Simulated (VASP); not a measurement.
Write the native input for VASP 6.6.1 that does the following.

```
Task                   : single point
Functional             : PBE
Dispersion             : D3(BJ)
Potentials or basis    : VASP PAW PBE potentials, release 64 (W_sv, S)
Cutoff                 : 520 eV
k mesh                 : 10 × 10 × 3
Occupations            : gaussian, width 0.05 eV
Spin                   : no spin polarisation
Dipole correction      : no
Further INCAR settings : ALGO = Normal; EDIFF = 1e-06; NBANDS = 35
```

The structure of WS2 lies in POSCAR:

```
WS2
1.0
   -3.1542061832      0.0000000000      0.0000000000
   -1.5771030916     -2.7316226834      0.0000000000
   -0.7887092561     -0.4553615013     12.1399091344
W S
2 4
Direct
    0.2916583333      0.2916583333      0.2500000000
    0.5416416667      0.5416416667      0.7500000000
    0.2299314203      0.2299314203      0.6202874207
    0.6466147536      0.6466147536      0.1202874207
    0.1866852464      0.1866852464      0.8797125793
    0.6033685797      0.6033685797      0.3797125793
```

This cell differs from its parent crystal: the part above a cut slid along it.

The input as run:

INCAR

```
SYSTEM = WS2
  PREC = Accurate
  ENCUT = 520
  EDIFF = 1E-6
  ISMEAR = 0
  SIGMA = 0.05
  LREAL = .FALSE.
  LASPH = .TRUE.
  NELM = 100
  ALGO = Normal
  ISIF = 2
  LWAVE = .FALSE.
  LCHARG = .FALSE.
  GGA = PE
  IVDW = 12
  NBANDS = 35
```

KPOINTS

```
Automatic mesh
0
G
  10 10 3
  0 0 0
```

Potentials or basis: VASP PAW PBE potentials, release 64 (W_sv, S).

The run is started by

```bash
$ cat potpaw_PBE.64/W_sv/POTCAR potpaw_PBE.64/S/POTCAR > POTCAR
$ mpirun -np 1 vasp_std > vasp.out
```

It gave:

The pressure is 0.2 GPa, the largest force is 0.081 eV/Å and the band gap on the k mesh is 0.94 eV (least direct gap 2.15 eV). The dispersion energy per atom is -0.435 eV.

Caveat: the cell differs from its parent crystal (the part above a cut slid along it); spin-orbit coupling is left out, which moves the levels of the heavy elements.

Wall time 8.4 min on 1 thread of Intel Xeon 8259CL, with other jobs on the host, peak memory 0.4 GiB.
